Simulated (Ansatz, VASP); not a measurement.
## Two plane-wave programs on BN

```
B N
1.0
     0.00000    1.78678    1.81256
     1.78678    0.00000    1.81256
     1.78678    1.78678    0.00000
B N
1 1
Direct
  0.00000 0.00000 0.00000
  0.25000 0.25000 0.25000
```

Change from the starting cell: epitaxial_xy strain -1.0%.

Alike in both runs: task single point; functional HSE06; k mesh 8 × 8 × 8; no spin polarisation.

|  | VASP | Ansatz |
| --- | --- | --- |
| version | VASP 6.6.1 | Ansatz 0.2.0 |
| potentials or method | VASP PAW PBE potentials, release 64 (B, N) | plane waves, PAW |
| plane-wave cutoff (eV) | 520 | 420 |
| occupations | gaussian, width 0.01 eV | fixed |
| valence electrons in the cell | 8 | 8 |

|  | VASP | Ansatz | Ansatz less VASP |
| --- | --- | --- | --- |
| gap on the k mesh at the Fermi level (eV) | 5.66 | 5.68 | +0.014 |
| pressure (GPa) | 2.4 | 1.9 | -0.54 |
| traceless stress, the component that is largest in VASP (GPa) | -6.41 | -6.41 | -0.002 |

Ansatz's warnings: stress exchange threshold loose, stress scf threshold loose.
